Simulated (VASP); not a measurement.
Input of a VASP 6.6.1 run:

File POSCAR:

```
IrS
1.0
    0.0000000000      2.4292020000      2.4292020000
    2.4292020000      0.0000000000      2.4292020000
    2.4292020000      2.4292020000      0.0000000000
S Ir
1 1
Direct
    0.5000000000      0.5000000000      0.5000000000
    0.0000000000      0.0000000000      0.0000000000
```

The input INCAR.step1:

```
ALGO     = Normal         # electronic algorithm
EDIFF    = 1E-6           # SCF threshold, eV
ENCUT    = 400            # plane-wave cutoff, eV
GGA      = PS             # functional
GGA_COMPAT= F            
ISIF     = 2              # what is computed and relaxed
ISMEAR   = 0              # smearing method
LASPH    = T              # aspherical terms in the spheres
LCHARG   = T              # write CHGCAR
LMAXMIX  = 4              # l up to which the mixer works
LORBIT   = 11             # projections on sites
LORBMOM  = T            
LREAL    = F              # projectors in reciprocal space
LSORBIT  = T              # spin-orbit coupling
LWAVE    = F              # write WAVECAR
MAGMOM   = 0 0 0 0 0 0    # initial moments
NBANDS   = 27             # bands
NEDOS    = 2001           # points of the DOS
NELM     = 200            # most SCF steps
PREC     = Accurate       # precision mode
SIGMA    = 0.0259         # smearing width, eV
```

KPOINTS.step1

```
k-points
0
Gamma
  12 12 12
```

Contents of INCAR.step2:

```
ALGO     = Normal         # electronic algorithm
EDIFF    = 1E-6           # SCF threshold, eV
ENCUT    = 400            # plane-wave cutoff, eV
GGA      = PS             # functional
GGA_COMPAT= F            
ICHARG   = 11             # starting density
ISIF     = 2              # what is computed and relaxed
ISMEAR   = -5             # smearing method
LASPH    = T              # aspherical terms in the spheres
LCHARG   = F              # write CHGCAR
LMAXMIX  = 4              # l up to which the mixer works
LORBIT   = 11             # projections on sites
LORBMOM  = T            
LREAL    = F              # projectors in reciprocal space
LSORBIT  = T              # spin-orbit coupling
LWAVE    = F              # write WAVECAR
MAGMOM   = 0 0 0 0 0 0    # initial moments
NEDOS    = 1001           # points of the DOS
NELM     = 200            # most SCF steps
PREC     = Accurate       # precision mode
SIGMA    = 0.0259         # smearing width, eV
```

File KPOINTS.step2:

```
k-points
0
Gamma
  18 18 18
```

Potentials or basis: VASP PAW PBE potentials, release 64 (S, Ir).

Launch:

```console
$ cat potpaw_PBE.64/S/POTCAR potpaw_PBE.64/Ir/POTCAR > POTCAR
$ cp INCAR.step1 INCAR
$ cp KPOINTS.step1 KPOINTS
$ mpirun -np 1 vasp_ncl > vasp.out
$ cp INCAR.step2 INCAR
$ cp KPOINTS.step2 KPOINTS
$ mpirun -np 1 vasp_ncl > vasp.out
```

Problem. Estimate the net moment.

Solution. 0.00 μB per cell.

Moments on the atoms (μB; x, y, z):
```
S   0.00 0.00 0.00
Ir  0.00 0.00 0.00
```
